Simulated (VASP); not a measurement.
Set up this calculation in VASP 6.6.1, as the native input.

* Task: single point
* Functional: r2SCAN
* Potentials or basis: VASP PAW PBE potentials, release 64 (Rh_pv)
* Cutoff: 520 eV
* k mesh: 14 × 14 × 14
* Occupations: methfessel-paxton, width 0.3 eV
* Spin: no spin polarisation
* Dipole correction: no
* Further INCAR settings: ALGO = Normal; EDIFF = 1e-06; NBANDS = 14

Crystal: Rh.

```xyz
1
Lattice="0.0000 1.9008 1.9008 1.9008 0.0000 1.9008 1.9008 1.9008 0.0000" Properties=species:S:1:pos:R:3 pbc="T T T"
Rh    0.0000    0.0000    0.0000
```

The input as run:

POSCAR

```
Rh
1.0
    0.0000000000      1.9008071574      1.9008071574
    1.9008071574      0.0000000000      1.9008071574
    1.9008071574      1.9008071574      0.0000000000
Rh
1
Direct
    0.0000000000      0.0000000000      0.0000000000
```

INCAR.step1

```
PREC = Accurate ; ENCUT = 520
ISMEAR = 1 ; SIGMA = 0.3
LREAL = F ; LASPH = T
NELM = 100 ; NBANDS = 14
GGA = PE ; ALGO = Normal
EDIFF = 1E-4 ; LWAVE = T
LCHARG = F
```

INCAR.step2

```
PREC = Accurate ; ENCUT = 520
EDIFF = 1E-6 ; ISMEAR = 1
SIGMA = 0.3 ; LREAL = F
LASPH = T ; NELM = 100
ALGO = Normal ; ISIF = 2
LWAVE = F ; LCHARG = F
METAGGA = R2SCAN ; LMIXTAU = T
NBANDS = 14 ; ISTART = 1
```

KPOINTS

```
regular mesh
0
Gamma
  14 14 14
```

Potentials or basis: VASP PAW PBE potentials, release 64 (Rh_pv).

The run is started by

```sh
$ cat potpaw_PBE.64/Rh_pv/POTCAR > POTCAR
$ cp INCAR.step1 INCAR
$ mpirun -np 1 vasp_std > vasp.out
$ cp INCAR.step2 INCAR
$ mpirun -np 1 vasp_std > vasp.out
```

Results of the run:

The pressure is 0.7 GPa.

Caveat: the PAW data sets were made with another functional, which shifts forces and pressure a little.

Wall time 51 s on 1 thread of AMD EPYC 7R13, on a shared host, peak memory 0.14 GiB.
